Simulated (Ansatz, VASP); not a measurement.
## Ru: VASP beside Ansatz

```
Ru
1.0
     2.83203    0.00000    0.00000
    -1.41601    2.45261    0.00000
     0.00000    0.00000    3.96286
Ru
2
Direct
  0.33333 0.66667 0.25000
  0.66667 0.33333 0.75000
```

Alike in both runs: task single point; functional PBE; k mesh 21 × 21 × 12; occupations gaussian, width 0.15 eV; no spin polarisation.

|  | VASP | Ansatz |
| --- | --- | --- |
| version | VASP 6.6.1 | Ansatz 0.2.0 |
| potentials or method | VASP PAW PBE potentials, release 64 (Ru_pv), cutoff 520 eV | scalar-relativistic, plane waves, PAW |
| valence electrons in the cell | 28 | 32 |

|  | VASP | Ansatz | Ansatz less VASP |
| --- | --- | --- | --- |
| gap on the k mesh at the Fermi level (eV) | none | none | - |
| pressure (GPa) | 6.5 | 6.6 | +0.02 |
| traceless stress, the component that is largest in VASP (GPa) | 30.81 | 30.84 | +0.023 |

A gap of «none» marks a metal or a gap that the smearing closes. With one functional, cell and mesh, what is left measures potentials, basis and numerics. VASP's potentials hold 28 valence electrons a cell and Ansatz's 32, so a difference there can come from the potentials and not from the codes.
